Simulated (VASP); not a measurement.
# C (I4_1/amd) in VASP: a series of runs, part 2 of 2

VASP 6.6.1. Earlier steps stand in the parts before.

## 4. Single point, PBE

This run uses another cell than the first one, of the same volume but with other edges.

INCAR

```
PREC     = Accurate       # precision mode
ENCUT    = 600            # plane-wave cutoff, eV
EDIFF    = 1E-6           # SCF threshold, eV
ISMEAR   = 0              # smearing method
SIGMA    = 0.05           # smearing width, eV
LREAL    = F              # projectors in reciprocal space
LASPH    = T              # aspherical terms in the spheres
NELM     = 120            # most SCF steps
ALGO     = Normal         # electronic algorithm
ISIF     = 2              # what is computed and relaxed
LWAVE    = F              # write WAVECAR
LCHARG   = F              # write CHGCAR
GGA      = PE             # functional
NBANDS   = 11             # bands
GGA_COMPAT= F
```

KPOINTS

```
Automatic mesh
0
Gamma
  10 10 10
```

POSCAR

```
C
1.0
    0.0000000000      1.8725385000      1.6175691610
    1.8725385000      0.0000000000      1.6175691610
    1.8725385000      1.8725385000      0.0000000000
C
2
Direct
    0.0000000000      0.0000000000      0.0000000000
    0.2500000000      0.2500000000      0.2500000000
```

Potentials or basis: VASP PAW PBE potentials, release 64 (C).

Started as:

```sh
$ cat potpaw_PBE.64/C/POTCAR > POTCAR
$ mpirun -np 1 vasp_std > vasp.out
```

OUTCAR:

```text
PREC = Accurate
   ENCUT = 600
   EDIFF = 1E-6
   ISMEAR = 0
   LREAL = F
   LASPH = T
   NELM = 120
   ISIF = 2
   GGA = PE

 ion  position               nearest neighbor table
   1  0.000  0.000  0.000-   2 1.55   2 1.55   2 1.55   2 1.55
   2  0.250  0.250  0.250-   1 1.55   1 1.55   1 1.55   1 1.55

  LATTYP: Found a body centered tetragonal cell.
 ALAT       =     2.6481693428
 C/A-ratio  =     1.2216508475

  Lattice vectors:

 A1 = (   0.0000000000,  -1.8725385000,  -1.6175691610)
 A2 = (   0.0000000000,   1.8725385000,  -1.6175691610)
 A3 = (   1.8725385000,   0.0000000000,   1.6175691610)

Analysis of symmetry for initial positions (statically):
=====================================================================
 Subroutine PRICEL returns:
 Original cell was already a primitive cell.

 Routine SETGRP: Setting up the symmetry group for a
 body centered tetragonal supercell.

 Subroutine GETGRP returns: Found 16 space group operations
 (whereof  8 operations were pure point group operations)
 out of a pool of 16 trial point group operations.

The static configuration has the point symmetry D_2d.
 The point group associated with its full space group is D_4h.

Analysis of symmetry for dynamics (positions and initial velocities):
=====================================================================
 Subroutine PRICEL returns:
 Original cell was already a primitive cell.

 Routine SETGRP: Setting up the symmetry group for a
 body centered tetragonal supercell.

 Subroutine GETGRP returns: Found 16 space group operations
 (whereof  8 operations were pure point group operations)
 out of a pool of 16 trial point group operations.

The dynamic configuration has the point symmetry D_2d.
 The point group associated with its full space group is D_4h.

 Subroutine INISYM returns: Found 16 space group operations
 (whereof  8 operations are pure point group operations),
 and found     1 'primitive' translations

----------------------------------------------------------------------------------------

                                     Primitive cell

  volume of cell :      11.3437

  direct lattice vectors                    reciprocal lattice vectors
     0.000000000  1.872538500  1.617569161    -0.267017207  0.267017207  0.309105794
     1.872538500  0.000000000  1.617569161     0.267017207 -0.267017207  0.309105794
     1.872538500  1.872538500  0.000000000     0.267017207  0.267017207 -0.309105794

  length of vectors
     2.474455581  2.474455581  2.648169343     0.487998739  0.487998739  0.487998739

  position of ions in fractional coordinates (direct lattice)
     0.000000000  0.000000000  0.000000000
     0.250000000  0.250000000  0.250000000

  ion indices of the primitive-cell ions
   primitive index   ion index
                 1           1
                 2           2

----------------------------------------------------------------------------------------

 KPOINTS: Automatic mesh

Automatic generation of k-mesh.
 Grid dimensions read from file:
 generate k-points for:   10   10   10

 Generating k-lattice:

  Cartesian coordinates                     Fractional coordinates (reciprocal lattice)
    -0.026701721  0.026701721  0.030910579     0.100000000 -0.000000000  0.000000000
     0.026701721 -0.026701721  0.030910579    -0.000000000  0.100000000  0.000000000
     0.026701721  0.026701721 -0.030910579     0.000000000  0.000000000  0.100000000

  Length of vectors
     0.048799874  0.048799874  0.048799874

  Shift w.r.t. Gamma in fractional coordinates (k-lattice)
     0.000000000  0.000000000  0.000000000

 Subroutine IBZKPT returns following result:
 ===========================================

 Found    102 irreducible k-points:

 Following reciprocal coordinates:
            Coordinates               Weight
  0.000000  0.000000  0.000000      1.000000
  0.100000  0.000000  0.000000      8.000000
  0.200000  0.000000  0.000000      8.000000
  0.300000  0.000000  0.000000      8.000000
  0.400000 -0.000000  0.000000      8.000000
  0.500000 -0.000000  0.000000      4.000000
[... 16 lines left out ...]
  0.300000  0.300000  0.000000      2.000000
  0.400000  0.300000  0.000000      8.000000
 [... further k-points ...]
   k-points           NKPTS =    102   k-points in BZ     NKDIM =    102   number of bands    NBANDS=     11
   number of dos      NEDOS =    301   number of ions     NIONS =      2
   total plane-waves  NPLWV =   9600
   dimension x,y,z NGX =    20 NGY =   20 NGZ =   24
   dimension x,y,z NGXF=    40 NGYF=   40 NGZF=   48
   ions per type =               2
   NGX,Y,Z   is equivalent  to a cutoff of  13.44, 13.44, 15.07 a.u.
   NGXF,Y,Z  is equivalent  to a cutoff of  26.87, 26.87, 30.13 a.u.
 SYSTEM =  unknown system
   PREC   = accura    normal or accurate (medium, high low for compatibility)
   ISTART =      0    job   : 0-new  1-cont  2-samecut
   ICHARG =      2    charge: 1-file 2-atom 10-const
   ISPIN  =      1    spin polarized calculation?
   LNONCOLLINEAR =      F non collinear calculations
   LSORBIT =      F    spin-orbit coupling
   LASPH  =      T    aspherical Exc in radial PAW
   ENCUT  =  600.0 eV  44.10 Ry    6.64 a.u.   4.94  4.94  5.29*2*pi/ulx,y,z
   NELM   =    120;   NELMIN=  2; NELMDL= -5     # of ELM steps
   EDIFF  = 0.1E-05   stopping-criterion for ELM
   LREAL  =      F    real-space projection
   EDIFFG = 0.1E-04   stopping-criterion for IOM
   NSW    =      0    number of steps for IOM
   IBRION =     -1    ionic relax: 0-MD 1-quasi-New 2-CG
   NFREE  =      0    steps in history (QN), initial steepest desc. (CG)
   ISIF   =      2    stress and relaxation
   ISYM   =      2    0-nonsym 1-usesym 2-fastsym
   POTIM  = 0.5000    time-step for ionic-motion
   TEBEG  =    0.0;   TEEND  =   0.0 temperature during run
   PSTRESS=    0.0 pullay stress
   NELECT =       8.0000    total number of electrons
   NUPDOWN=      -1.0000    fix difference up-down
   EMIN   =  10.00;   EMAX   =-10.00  energy-range for DOS
   EFERMI =   0.00;   METHOD = LEGACY
   ISMEAR =     0;   SIGMA  =   0.05  broadening in eV -4-tet -1-fermi 0-gaus
   EFERMI_NEDOS =   21; number of points for ismear=-14 and -15
   IALGO  =     38    algorithm
   IMIX   =      4    mixing-type and parameters
     AMIX     =   0.40;   BMIX     =  1.00
     AMIX_MAG =   1.60;   BMIX_MAG =  1.00
  volume/ion in A,a.u.               =       5.67        38.28
  Fermi-wavevector in a.u.,A,eV,Ry     =   1.457203  2.753714 28.891161  2.123440
  Thomas-Fermi vector in A             =   2.574032
   LORBIT       =      0    0 simple, 1 ext, 2 COOP (PROOUT), +10 PAW based schemes
   GGA     = PE    functional components
   LHFCALC =     F    Hartree Fock is set to
   AEXX    =    0.0000 exact exchange contribution
   IVDW    =     0    specifies the selected vdW correction
   LEPSILON=     F    determine dielectric tensor
   LRPA    =     F    only Hartree local field effects (RPA)
 non-spin polarized calculation
 Gauss-broadening in eV      SIGMA  =   0.05
  energy-cutoff  :      600.00
  volume of cell :       11.34
 maximum number of plane-waves:       410
   NGX =  9   NGY =  9   NGZ = 11

 number of electron       8.0000000 magnetization

 Free energy of the ion-electron system (eV)
  ---------------------------------------------------
  ext. energy  EPLUGINS =         0.00000000
  ---------------------------------------------------
  free energy    TOTEN  =       -17.76769724 eV

  energy without entropy =      -17.76769724  energy(sigma->0) =      -17.76769724

 E-fermi :  11.2013     XC(G=0): -13.2819

 val. band max:       11.0121396979   @ k =   0.0000   0.0000   0.0000
 cond. band min:      11.6266562326   @ k =   0.4000   0.4000   0.0000
 fundamental gap:      0.6145165347
 Fermi energy:        11.2013371564

 k-point     1 :       0.0000    0.0000    0.0000
  band No.  band energies     occupation
      1     -11.7168      2.00000
      2       9.1283      2.00000
      3       9.1283      2.00000
      4      11.0121      2.00000
      5      14.3564      0.00000
      6      16.1561      0.00000
      7      16.1561      0.00000
      8      22.8262      0.00000
      9      29.2725      0.00000
     10      32.6808      0.00000
     11      34.9918      0.00000
[... 309 lines left out ...]
 k-point    24 :       0.4000    0.3000    0.0000
  band No.  band energies     occupation
      1      -6.2281      2.00000
      2       1.7656      2.00000
      3       3.2376      2.00000
      4       4.4427      2.00000
      5      12.3122      0.00000
      6      16.5037      0.00000
      7      23.7887      0.00000
      8      24.0325      0.00000
      9      32.7297      0.00000
     10      34.2928      0.00000
     11      39.1622      0.00000

 [... further k-points ...]
[... 5 lines left out ...]
  --------------------------------------------------------------------------------------
  -------------------------------------------------------------------------------------
  Total       -2.5708754     -2.5708754      5.5870995      0.0000000     -0.0000000      0.0000000
  in kB     -363.1091946   -363.1091946    789.1192183      0.0000000     -0.0000000      0.0000000
  external PRESSURE =      20.9669430 kB  Pullay stress =       0.0000000 kB

 VOLUME and BASIS-vectors are now :
 -----------------------------------------------------------------------------
  energy-cutoff  :      600.00
  volume of cell :       11.34
      direct lattice vectors                 reciprocal lattice vectors
     0.000000000  1.872538500  1.617569161    -0.267017207  0.267017207  0.309105794
     1.872538500  0.000000000  1.617569161     0.267017207 -0.267017207  0.309105794
     1.872538500  1.872538500  0.000000000     0.267017207  0.267017207 -0.309105794

 POSITION                                       TOTAL-FORCE (eV/Angst)
 -----------------------------------------------------------------------------------
      0.00000      0.00000      0.00000        -0.000000     -0.000000      0.000000
      0.93627      0.93627      0.80878         0.000000      0.000000     -0.000000
 -----------------------------------------------------------------------------------
    total drift:                                0.000000      0.000000      0.000000

  FREE ENERGIE OF THE ION-ELECTRON SYSTEM (eV)
  ---------------------------------------------------
  free  energy   TOTEN  =       -17.7676972393 eV

  energy  without entropy=      -17.7676972393  energy(sigma->0) =      -17.76769724
```

It took 10 s on 1 thread of Intel Xeon Platinum 8259CL at 2.50GHz (Skylake/Cascade Lake), shared host; peak memory 0.13 GiB.

Results:

```
Free energy            : -17.7677 eV
Pressure               : 2.1 GPa
Band gap on the k mesh : 0.61 eV, indirect (least direct gap 3.34 eV)
```

Stress tensor (GPa, compression positive):
```
-36.31   0.00   0.00
  0.00 -36.31   0.00
  0.00   0.00  78.91
```

Levels at points of the mesh, in eV from the valence-band top:
```
           k point  band 2  band 3  band 4  band 5  band 6  band 7
(0.00, 0.00, 0.00)   -1.88   -1.88    0.00    3.34    5.14    5.14
(0.50, 0.00, 0.00)  -14.57   -5.18   -2.93    5.11    6.54    9.98
(0.50, 0.50, 0.00)  -12.42   -8.86   -8.86    1.34    1.34   15.85
(0.50, 0.00, 0.50)  -14.72   -6.65   -6.65    4.82    4.82   14.34
```

## 5. Summary

```csv
cell,gap on the mesh (eV),pressure (GPa)
"a = 2.603, b = 2.603, c = 2.396 Å, angles 62.6, 62.6, 54.8°, 2 atoms",2.20,2.7
"a = 2.495, b = 2.495, c = 2.585 Å, angles 58.8, 58.8, 62.4°, 2 atoms",2.31,1.9
"a = 2.474, b = 2.474, c = 2.648 Å, angles 57.6, 57.6, 64.7°, 2 atoms",0.61,2.1
```

Alike in all rows: task single point; level PBE; potentials or basis VASP PAW PBE potentials, release 64 (C); no spin polarisation; k mesh 10 × 10 × 10; cutoff (eV) 600; smearing gaussian 0.05 eV.

Total energies depend on the potentials used, so only differences within one code and one set of settings carry meaning.
